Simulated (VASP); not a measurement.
A run of VASP 6.6.1 is set up as follows.

Contents of INCAR:

```
SYSTEM = BN
ALGO = Normal ; EDIFF = 1E-6
ENCUT = 520 ; ISIF = 2
ISMEAR = -1 ; LASPH = .TRUE.
LCHARG = .FALSE. ; LREAL = .FALSE.
LWAVE = .FALSE. ; NBANDS = 16
NELM = 80 ; PREC = Accurate
SIGMA = 0.1
```

The input KPOINTS:

```
k-points
0
G
  6 6 4
  0 0 0
```

Contents of POSCAR:

```
BN
1.0
    2.5539396017      0.0000000000      0.0000000000
   -1.2769698009      2.2117765748      0.0000000000
    0.0000000000      0.0000000000      4.2268550000
B N
2 2
Direct
    1.6176666667      1.0063333333      1.9777240000
    1.2843333333      1.3396666667      1.4777240000
    1.6176666667      1.0063333333      1.6032760000
    1.2843333333      1.3396666667      1.1032760000
```

Potentials or basis: VASP PAW LDA potentials, release 64 (B, N).

Run with:

```console
$ cat potpaw_LDA.64/B/POTCAR potpaw_LDA.64/N/POTCAR > POTCAR
$ mpirun -np 1 vasp_std > vasp.out
```

(1) Predict the band gap on the k mesh.

(2) What does it give for the largest force?

(3) Predict the pressure.

## Answers

(1) 4.96 eV, indirect (least direct gap 8.13 eV).

(2) 0.026 eV/Å.

(3) -12.9 GPa.

Caveat: the k points lie up to 0.47 Å⁻¹ apart.
